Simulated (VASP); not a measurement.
Wanted: the native input for a VASP 6.6.1 run.

```yaml
Task: single point
Functional: PBEsol
Potentials_or_basis: VASP PAW PBE potentials, release 64 (Mg, O)
Cutoff: 520 eV
k_mesh: 9 × 9 × 6
Occupations: gaussian, width 0.05 eV
Spin: no spin polarisation
Dipole_correction: no
Further_INCAR_settings: ALGO = Normal; EDIFF = 1e-07; NBANDS = 16
```

The structure of MgO lies in POSCAR:

```
MgO
1.0
    3.4365000000      0.0000000000      0.0000000000
   -1.7182500000      2.9760963001      0.0000000000
    0.0000000000      0.0000000000      4.1248000000
Mg O
2 2
Direct
    0.6666666667      0.3333333333      0.7500000000
    0.3333333333      0.6666666667      0.2500000000
    0.6666666667      0.3333333333      0.2500000000
    0.3333333333      0.6666666667      0.7500000000
```

The input as run:

INCAR

```
SYSTEM = MgO
ALGO = Normal
EDIFF = 1E-7
ENCUT = 520
GGA = PS
ISIF = 2
ISMEAR = 0
LASPH = .TRUE.
LCHARG = .FALSE.
LREAL = .FALSE.
LWAVE = .FALSE.
NBANDS = 16
NELM = 80
PREC = Accurate
SIGMA = 0.05
```

KPOINTS

```
k-points
0
G
  9 9 6
  0 0 0
```

Potentials or basis: VASP PAW PBE potentials, release 64 (Mg, O).

Command:

```bash
$ cat potpaw_PBE.64/Mg/POTCAR potpaw_PBE.64/O/POTCAR > POTCAR
$ mpirun -np 1 vasp_std > vasp.out
```

It gave:

The pressure is 6.9 GPa and the band gap on the k mesh is 3.52 eV, direct.

Caveat: the PAW data sets were made with another functional, which shifts forces and pressure a little.

It took 40 s on 1 thread of Intel Xeon 8259CL, on a shared host, peak memory 0.18 GiB.
